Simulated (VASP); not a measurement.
# LiAu2 (Immm) in VASP: single point with PBEsol

Aim: the single point of LiAu2 with PBEsol.

All numbers are computed with VASP 6.6.1; they aren't measurements. Logs are shortened: lines on timing, memory, paths and dates and some standing lists are left out, and cuts for length are marked.

## 1. The cell of the first run

The structure is orthorhombic, space group Immm (No. 71). The conventional cell has a = 2.787 Å, b = 3.970 Å, c = 8.354 Å, α = 90.00°, β = 90.00°, γ = 90.00°. Li (site symmetry mmm) has 10 Au at 2.72 to 2.95 Å and 2 Li at 2.79 Å within 3.6 Å. Au (site symmetry mm2) has 7 Au at 2.46 to 2.97 Å and 5 Li at 2.72 to 2.95 Å within 3.2 Å.

## 2. Single point, PBEsol

Contents of INCAR:

```
SYSTEM = LiAu2
PREC = Accurate ; ENCUT = 520
EDIFF = 1E-7 ; ISMEAR = 0
SIGMA = 0.0275 ; LREAL = .False.
LASPH = .True. ; NELM = 100
ALGO = Normal ; ISIF = 2
LWAVE = .False. ; LCHARG = .True.
GGA = PS ; LELF = .True.
LVHAR = .True. ; NBANDS = 20
```

Contents of KPOINTS:

```
regular mesh
0
Gamma
  10 10 10
  0 0 0
```

Contents of POSCAR:

```
LiAu2
1.0
    0.0000000000      0.0000000000      3.9700230000
    2.7866220000      0.0000000000      0.0000000000
    1.3933110000      4.1768900000     -1.9850120000
Li Au
1 2
Direct
    0.0000000000      0.0000000000      0.0000000000
    0.3530000000      0.6470000000      0.7060000000
    0.6470000000      0.3530000000      0.2940000000
```

Potentials or basis: VASP PAW PBE potentials, release 64 (Li_sv, Au).

Run with:

```sh
$ cat potpaw_PBE.64/Li_sv/POTCAR potpaw_PBE.64/Au/POTCAR > POTCAR
$ mpirun -np 1 vasp_std > vasp.out
```

OUTCAR:

```text
SYSTEM = LiAu2
   PREC = Accurate
   ENCUT = 520
   EDIFF = 1E-7
   ISMEAR = 0
   LREAL = .False.
   LASPH = .True.
   NELM = 100
   ISIF = 2
   GGA = PS

 ion  position               nearest neighbor table
   1  0.000  0.000  0.000-   3 2.72   3 2.72   2 2.72   2 2.72   3 2.72   3 2.72   2 2.72   2 2.72
                             3 2.95   2 2.95
   2  0.353  0.647  0.706-   3 2.46   1 2.72   1 2.72   1 2.72   1 2.72   1 2.95   3 2.97   3 2.97
                             3 2.97   3 2.97
   3  0.647  0.353  0.294-   2 2.46   1 2.72   1 2.72   1 2.72   1 2.72   1 2.95   2 2.97   2 2.97
                             2 2.97   2 2.97

  LATTYP: Found a body centered orthorhombic cell.
 ALAT       =     2.7866220000
 B/A-ratio  =     1.4246722376
 C/A-ratio  =     2.9978159937

  Lattice vectors:

 A1 = (  -1.3933110000,  -4.1768900000,   1.9850120000)
 A2 = (   1.3933110000,  -4.1768900000,  -1.9850110000)
 A3 = (   1.3933110000,   4.1768900000,   1.9850110000)

Analysis of symmetry for initial positions (statically):
=====================================================================
 Subroutine PRICEL returns:
 Original cell was already a primitive cell.

 Routine SETGRP: Setting up the symmetry group for a
 body centered orthorhombic supercell.

 Subroutine GETGRP returns: Found  8 space group operations
 (whereof  8 operations were pure point group operations)
 out of a pool of  8 trial point group operations.

The static configuration has the point symmetry D_2h.

Analysis of symmetry for dynamics (positions and initial velocities):
=====================================================================
 Subroutine PRICEL returns:
 Original cell was already a primitive cell.

 Routine SETGRP: Setting up the symmetry group for a
 body centered orthorhombic supercell.

 Subroutine GETGRP returns: Found  8 space group operations
 (whereof  8 operations were pure point group operations)
 out of a pool of  8 trial point group operations.

The dynamic configuration has the point symmetry D_2h.

 Subroutine INISYM returns: Found  8 space group operations
 (whereof  8 operations are pure point group operations),
 and found     1 'primitive' translations

----------------------------------------------------------------------------------------

                                     Primitive cell

  volume of cell :      46.2087

  direct lattice vectors                    reciprocal lattice vectors
     0.000000000  0.000000000  3.970023000     0.000000000  0.119706319  0.251887709
     2.786622000  0.000000000  0.000000000     0.358857427 -0.119706289  0.000000000
     1.393311000  4.176890000 -1.985012000     0.000000000  0.239412577  0.000000000

  length of vectors
     3.970023000  2.786622000  4.829906651     0.278885319  0.378296508  0.239412577

  position of ions in fractional coordinates (direct lattice)
     0.000000000  0.000000000  0.000000000
     0.353000000  0.647000000  0.706000000
     0.647000000  0.353000000  0.294000000

  ion indices of the primitive-cell ions
   primitive index   ion index
                 1           1
                 2           2
                 3           3

----------------------------------------------------------------------------------------

 KPOINTS: regular mesh

Automatic generation of k-mesh.
 Grid dimensions read from file:
 generate k-points for:   10   10   10

 Generating k-lattice:

  Cartesian coordinates                     Fractional coordinates (reciprocal lattice)
     0.000000000  0.011970632  0.025188771     0.100000000  0.000000000 -0.000000000
     0.035885743 -0.011970629  0.000000000     0.000000000  0.100000000  0.000000000
     0.000000000  0.023941258  0.000000000     0.000000000  0.000000000  0.100000000

  Length of vectors
     0.027888532  0.037829651  0.023941258

  Shift w.r.t. Gamma in fractional coordinates (k-lattice)
     0.000000000  0.000000000  0.000000000

 Subroutine IBZKPT returns following result:
 ===========================================

 Found    171 irreducible k-points:

 Following reciprocal coordinates:
            Coordinates               Weight
  0.000000  0.000000  0.000000      1.000000
  0.100000  0.000000  0.000000      4.000000
  0.200000  0.000000  0.000000      4.000000
  0.300000  0.000000  0.000000      4.000000
  0.400000  0.000000  0.000000      4.000000
  0.500000  0.000000  0.000000      2.000000
[... 16 lines left out ...]
 -0.400000  0.200000 -0.000000      8.000000
 -0.300000  0.200000 -0.000000      8.000000
 [... further k-points ...]
   k-points           NKPTS =    171   k-points in BZ     NKDIM =    171   number of bands    NBANDS=     20
   number of dos      NEDOS =    301   number of ions     NIONS =      3
   total plane-waves  NPLWV =  25920
   dimension x,y,z NGX =    30 NGY =   24 NGZ =   36
   dimension x,y,z NGXF=    60 NGYF=   48 NGZF=   72
   ions per type =               1   2
   NGX,Y,Z   is equivalent  to a cutoff of  12.56, 14.32, 12.39 a.u.
   NGXF,Y,Z  is equivalent  to a cutoff of  25.13, 28.64, 24.78 a.u.
 SYSTEM =  LiAu2
   PREC   = accura    normal or accurate (medium, high low for compatibility)
   ISTART =      0    job   : 0-new  1-cont  2-samecut
   ICHARG =      2    charge: 1-file 2-atom 10-const
   ISPIN  =      1    spin polarized calculation?
   LNONCOLLINEAR =      F non collinear calculations
   LSORBIT =      F    spin-orbit coupling
   LASPH  =      T    aspherical Exc in radial PAW
   ENCUT  =  520.0 eV  38.22 Ry    6.18 a.u.   7.38  5.18  8.98*2*pi/ulx,y,z
   NELM   =    100;   NELMIN=  2; NELMDL= -5     # of ELM steps
   EDIFF  = 0.1E-06   stopping-criterion for ELM
   LREAL  =      F    real-space projection
   EDIFFG = 0.1E-05   stopping-criterion for IOM
   NSW    =      0    number of steps for IOM
   IBRION =     -1    ionic relax: 0-MD 1-quasi-New 2-CG
   NFREE  =      0    steps in history (QN), initial steepest desc. (CG)
   ISIF   =      2    stress and relaxation
   ISYM   =      2    0-nonsym 1-usesym 2-fastsym
   POTIM  = 0.5000    time-step for ionic-motion
   TEBEG  =    0.0;   TEEND  =   0.0 temperature during run
   PSTRESS=    0.0 pullay stress
   NELECT =      25.0000    total number of electrons
   NUPDOWN=      -1.0000    fix difference up-down
   EMIN   =  10.00;   EMAX   =-10.00  energy-range for DOS
   EFERMI =   0.00;   METHOD = LEGACY
   ISMEAR =     0;   SIGMA  =   0.03  broadening in eV -4-tet -1-fermi 0-gaus
   EFERMI_NEDOS =   21; number of points for ismear=-14 and -15
   IALGO  =     38    algorithm
   IMIX   =      4    mixing-type and parameters
     AMIX     =   0.40;   BMIX     =  1.00
     AMIX_MAG =   1.60;   BMIX_MAG =  1.00
  volume/ion in A,a.u.               =      15.40       103.94
  Fermi-wavevector in a.u.,A,eV,Ry     =   1.333972  2.520842 24.211322  1.779482
  Thomas-Fermi vector in A             =   2.462789
   LORBIT       =      0    0 simple, 1 ext, 2 COOP (PROOUT), +10 PAW based schemes
   GGA     = PS    functional components
   LHFCALC =     F    Hartree Fock is set to
   AEXX    =    0.0000 exact exchange contribution
   IVDW    =     0    specifies the selected vdW correction
   LEPSILON=     F    determine dielectric tensor
   LRPA    =     F    only Hartree local field effects (RPA)
 non-spin polarized calculation
 Gauss-broadening in eV      SIGMA  =   0.03
  energy-cutoff  :      520.00
  volume of cell :       46.21
 maximum number of plane-waves:      1262
 NGX is ok and might be reduce to    30
   NGX = 15   NGY = 11   NGZ = 17

 number of electron      24.9999996 magnetization

 Free energy of the ion-electron system (eV)
  ---------------------------------------------------
  ext. energy  EPLUGINS =         0.00000000
  ---------------------------------------------------
  free energy    TOTEN  =       -10.58998676 eV

  energy without entropy =      -10.58959810  energy(sigma->0) =      -10.58979243

 E-fermi :   7.4139     XC(G=0): -11.6771

 val. band max:        7.3997067205   @ k =   0.4000   0.2000  -0.0000
 cond. band min:       7.4314133033   @ k =   0.4000  -0.2000   0.2000
 fundamental gap:      0.0317065828
 Fermi energy:         7.4138967685

 k-point     1 :       0.0000    0.0000    0.0000
  band No.  band energies     occupation
      1     -37.5636      2.00000
      2      -1.4183      2.00000
      3       1.1905      2.00000
      4       1.5350      2.00000
      5       2.2887      2.00000
      6       2.4917      2.00000
[... 12 lines left out ...]
     19      20.5051      0.00000
     20      22.4777      0.00000

 k-point     2 :       0.1000    0.0000    0.0000
  band No.  band energies     occupation
      1     -37.5636      2.00000
      2      -1.3228      2.00000
      3       1.1623      2.00000
      4       1.5163      2.00000
      5       2.2933      2.00000
      6       2.4217      2.00000
[... 12 lines left out ...]
     19      20.4449      0.00000
     20      22.7737      0.00000

 k-point     3 :       0.2000    0.0000    0.0000
  band No.  band energies     occupation
      1     -37.5635      2.00000
      2      -1.0538      2.00000
      3       1.0979      2.00000
      4       1.4457      2.00000
      5       2.1662      2.00000
      6       2.4942      2.00000
[... 12 lines left out ...]
     19      20.4353      0.00000
     20      22.6255      0.00000

 k-point     4 :       0.3000    0.0000    0.0000
  band No.  band energies     occupation
      1     -37.5633      2.00000
      2      -0.6729      2.00000
      3       1.0217      2.00000
      4       1.3203      2.00000
      5       2.0754      2.00000
      6       2.6625      2.00000
[... 12 lines left out ...]
     19      21.0143      0.00000
     20      22.3136      0.00000

 k-point     5 :       0.4000    0.0000    0.0000
  band No.  band energies     occupation
      1     -37.5631      2.00000
      2      -0.3033      2.00000
      3       0.9300      2.00000
      4       1.2090      2.00000
      5       2.0577      2.00000
      6       2.8865      2.00000
[... 12 lines left out ...]
     19      21.1639      0.00000
     20      23.2725      0.00000

 k-point     6 :       0.5000    0.0000    0.0000
  band No.  band energies     occupation
      1     -37.5630      2.00000
      2      -0.1365      2.00000
      3       0.8707      2.00000
      4       1.1726      2.00000
      5       2.0612      2.00000
      6       3.0136      2.00000
[... 12 lines left out ...]
     19      21.6151      0.00000
     20      22.6842      0.00000

 k-point     7 :       0.0000    0.1000   -0.0000
  band No.  band energies     occupation
      1     -37.5619      2.00000
      2      -1.1541      2.00000
      3       1.4319      2.00000
      4       1.6967      2.00000
      5       2.3080      2.00000
      6       2.3341      2.00000
[... 12 lines left out ...]
     19      19.2925      0.00000
     20      20.7196      0.00000
[... 277 lines left out ...]
 k-point    20 :       0.3000    0.2000   -0.0000
  band No.  band energies     occupation
      1     -37.5567      2.00000
      2       0.0657      2.00000
      3       1.6489      2.00000
      4       2.0801      2.00000
      5       2.2279      2.00000
      6       2.4249      2.00000
[... 12 lines left out ...]
     19      19.2558      0.00000
     20      20.7056      0.00000

 k-point    21 :       0.4000    0.2000   -0.0000
  band No.  band energies     occupation
      1     -37.5565      2.00000
      2       0.3974      2.00000
      3       1.5273      2.00000
      4       1.9384      2.00000
      5       2.2577      2.00000
      6       2.5896      2.00000
[... 12 lines left out ...]
     19      19.4328      0.00000
     20      21.4641      0.00000

 k-point    22 :       0.5000    0.2000   -0.0000
  band No.  band energies     occupation
      1     -37.5565      2.00000
      2       0.6297      2.00000
      3       1.4599      2.00000
      4       1.7998      2.00000
      5       2.2513      2.00000
      6       2.6317      2.00000
[... 12 lines left out ...]
     19      20.5571      0.00000
     20      21.0492      0.00000

 k-point    23 :      -0.4000    0.2000   -0.0000
  band No.  band energies     occupation
      1     -37.5565      2.00000
      2       0.6538      2.00000
      3       1.4781      2.00000
      4       1.6977      2.00000
      5       2.2164      2.00000
      6       2.4847      2.00000
[... 12 lines left out ...]
     19      20.3115      0.00000
     20      21.4872      0.00000

 k-point    24 :      -0.3000    0.2000   -0.0000
  band No.  band energies     occupation
      1     -37.5566      2.00000
      2       0.4211      2.00000
      3       1.5978      2.00000
      4       1.6597      2.00000
      5       2.1557      2.00000
      6       2.2969      2.00000
[... 12 lines left out ...]
     19      20.4779      0.00000
     20      20.5859      0.00000

 [... further k-points ...]
[... 5 lines left out ...]
  --------------------------------------------------------------------------------------
  -------------------------------------------------------------------------------------
  Total       -0.1975120      6.2317553     -0.0998992      0.0000000     -0.0000007     -0.0000000
  in kB       -6.8482565    216.0711854     -3.4637668      0.0000000     -0.0000259     -0.0000000
  external PRESSURE =      68.5863874 kB  Pullay stress =       0.0000000 kB

 VOLUME and BASIS-vectors are now :
 -----------------------------------------------------------------------------
  energy-cutoff  :      520.00
  volume of cell :       46.21
      direct lattice vectors                 reciprocal lattice vectors
     0.000000000  0.000000000  3.970023000     0.000000000  0.119706319  0.251887709
     2.786622000  0.000000000  0.000000000     0.358857427 -0.119706289  0.000000000
     1.393311000  4.176890000 -1.985012000     0.000000000  0.239412577  0.000000000

 POSITION                                       TOTAL-FORCE (eV/Angst)
 -----------------------------------------------------------------------------------
      0.00000      0.00000      0.00000         0.000000      0.000000      0.000000
      2.78662      2.94888     -0.00000        -0.000000     -3.056481      0.000000
      1.39331      1.22801      1.98501         0.000000      3.056481     -0.000000
 -----------------------------------------------------------------------------------
    total drift:                               -0.000000     -0.000000      0.000000

  FREE ENERGIE OF THE ION-ELECTRON SYSTEM (eV)
  ---------------------------------------------------
  free  energy   TOTEN  =       -10.5899867553 eV

  energy  without entropy=      -10.5895980957  energy(sigma->0) =      -10.58979243
```

Wall time 1.9 min (1 thread of AMD EPYC 7R13 (Zen 3), shared host); peak memory 0.24 GiB.

Results:

* Free energy: -10.5900 eV
* Largest force: 3.056 eV/Å

Forces in eV/Å, atoms in the order of the input:
```
Li   0.000  0.000  0.000
Au   0.000 -3.056  0.000
Au   0.000  3.056  0.000
```

Caveat: the cutoff is under 1.25 times the usual one of these potentials, so pressure, stress and relaxed cells hold a basis-set (Pulay) error; the PAW data sets were made with another functional, which shifts forces and pressure a little; spin-orbit coupling is left out, which moves the levels of the heavy elements.
